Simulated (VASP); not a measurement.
## NaF: single point with r2SCAN

NaF:

```
Na F
1.0
     0.00000    2.58091    2.58091
     2.58091    0.00000    2.58091
     2.58091    2.58091    0.00000
Na F
1 1
Direct
  0.00000 0.00000 0.00000
  0.25000 0.25000 0.25000
```

This cell differs from its parent crystal: volume changed by +6%.

```
Program                : VASP 6.6.1
Task                   : single point
Functional             : r2SCAN
Potentials or basis    : VASP PAW PBE potentials, release 64 (Na_pv, F)
Cutoff                 : 520 eV
k mesh                 : 8 × 8 × 8
Occupations            : gaussian, width 0.01 eV
Spin                   : no spin polarisation
Dipole correction      : no
Further INCAR settings : ALGO = Normal; EDIFF = 1e-06; NBANDS = 14
```

```
Pressure               : -2.3 GPa
Band gap on the k mesh : 6.09 eV, direct
```

Levels at points of the mesh, in eV from the valence-band top:
```tsv
k point	band 4	band 5	band 6	band 7	band 8	band 9	band 10	band 11
(0.00, 0.00, 0.00)	-19.63	0.00	0.00	0.00	6.09	19.91	19.91	19.91
(0.50, 0.00, 0.00)	-19.11	-0.75	-0.03	-0.03	10.25	11.37	17.60	17.60
(0.50, 0.50, 0.00)	-19.01	-0.68	-0.15	-0.15	10.25	12.38	16.93	17.52
```

Run time: 2.4 min on 1 thread of AMD EPYC 7R13, with other jobs on the host, peak memory 0.13 GiB.

Caveat: the PAW data sets were made with another functional, which shifts forces and pressure a little. A k mesh can miss the band edges.
